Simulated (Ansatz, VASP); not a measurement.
**One calculation of Zn6O5, two programs**

```
Zn O
1.0
     0.00000    0.00000    5.29323
     4.91909    2.84004    0.00000
    -4.91909    2.84004    0.00000
Zn O
6 5
Direct
  0.54397 0.33333 0.00000
  0.49455 0.66667 0.66667
  0.49455 0.00000 0.33333
  0.99167 0.33333 0.30624
  0.99167 0.63957 0.00000
  0.99167 0.02710 0.69376
  0.88148 0.66667 0.66667
  0.88148 0.00000 0.33333
  0.37703 0.33333 0.32373
  0.37703 0.65706 0.00000
  0.37703 0.00961 0.67627
```

Change from the starting cell: O vacancy (site b), charge +0, atoms relaxed at the host's cell.

Alike in both runs: functional PBE; k mesh 3 × 3 × 3; occupations gaussian, width 0.01 eV; no spin polarisation.

Ansatz relaxed the structure, and its values are those at the end. VASP's run is a single point on that final structure, the one shown.

|  | VASP | Ansatz |
| --- | --- | --- |
| version | VASP 6.6.1 | Ansatz 0.2.0 |
| potentials or method | VASP PAW PBE potentials, release 64 (Zn, O), cutoff 520 eV | scalar-relativistic, plane waves, PAW |
| valence electrons in the cell | 102 | 102 |

Ansatz gave:

| Item | Value |
| --- | --- |
| gap on the k mesh at the Fermi level (eV) | 2.15 |
| least direct gap on the mesh (eV) | 2.32 |
| rms of the force components (eV/Å) | 0.003 |

**Question.** What did VASP give for the same quantities?

**Answer.** gap on the k mesh at the Fermi level (eV): 2.15; least direct gap on the mesh (eV): 2.32; rms of the force components (eV/Å): 0.017.

The k mesh is coarse, so the values compare programs but aren't converged.
